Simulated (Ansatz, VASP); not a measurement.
**One calculation of CdSb3O, two programs**

File INCAR:

```
  PREC = Accurate
  ENCUT = 600
  EDIFF = 1E-6
  ISMEAR = 0
  SIGMA = 0.1
  LREAL = False
  LASPH = True
  NELM = 100
  ALGO = Normal
  ISIF = 3
  LWAVE = False
  LCHARG = False
  GGA = PE
  IBRION = 2
  NSW = 90
  EDIFFG = -0.04
```

KPOINTS

```
Automatic mesh
0
Gamma
  4 4 4
```

The input POSCAR:

```
CdSb3O
1.0
    4.2955708200      0.0000000000      0.0000000000
    0.0000000000      4.2955708200      0.0000000000
    0.0000000000      0.0000000000      6.9507062200
Cd Sb O
1 3 1
Direct
    0.5000000000      0.5000000000      0.0000000000
    0.0000000000      0.0000000000      0.5000000000
    0.5000000000      0.5000000000      0.2704450900
    0.5000000000      0.5000000000      0.7295549100
    0.5000000000      0.5000000000      0.5000000000
```

Input for Ansatz:

```yaml
crystal:
  lattice:
    - [4.29557082, 0.0, 0.0]
    - [0.0, 4.29557082, 0.0]
    - [0.0, 0.0, 6.95070622]
  atoms:
    - { symbol: Cd, position: [0.5, 0.5, 0.0] }
    - { symbol: Sb, position: [0.0, 0.0, 0.5] }
    - { symbol: Sb, position: [0.5, 0.5, 0.27044509] }
    - { symbol: Sb, position: [0.5, 0.5, 0.72955491] }
    - { symbol: O, position: [0.5, 0.5, 0.5] }
basis:
  ecutwfc: 420
kpoints:
  mp_grid: { grid: [4, 4, 4] }
hamiltonian:
  xc: pbe
scf:
  occupations: { method: gaussian, width: 0.1 }
  lower_state_search: "off"
output:
  forces: true
  stress: true
  eigenvalues: true
relax:
  adjacent_minimum: "off"
  f_tol: 0.04
  max_steps: 70
  cell: { stress_tol: 0.4 }
```

Alike in both runs: task relaxation of cell and atoms; functional PBE; k mesh 4 × 4 × 4; occupations gaussian, width 0.1 eV; no spin polarisation.

|  | VASP | Ansatz |
| --- | --- | --- |
| version | VASP 6.6.1 | Ansatz 0.2.0 |
| potentials or method | VASP PAW PBE potentials, release 64 (Cd, Sb, O), cutoff 600 eV | scalar-relativistic, plane waves, PAW |
| valence electrons in the cell | 33 | 71 |

VASP gave:

| Item | Value |
| --- | --- |
| gap on the k mesh at the Fermi level, each at its own relaxed structure (eV) | none |
| relaxed volume (Å³/atom) | 24.51 |
| relaxed cell length with the largest relative difference (Å) | 10.694 |

Question: What did Ansatz give for the same quantities?

Answer: gap on the k mesh at the Fermi level, each at its own relaxed structure (eV): none; relaxed volume (Å³/atom): 25.18; relaxed cell length with the largest relative difference (Å): 11.174.

A gap of «none» marks a metal or a gap that the smearing closes. VASP's potentials hold 33 valence electrons a cell and Ansatz's 71, so a difference there can come from the potentials and not from the codes.

The k mesh is coarse, so the values compare programs but aren't converged. Spin-orbit coupling is off throughout.
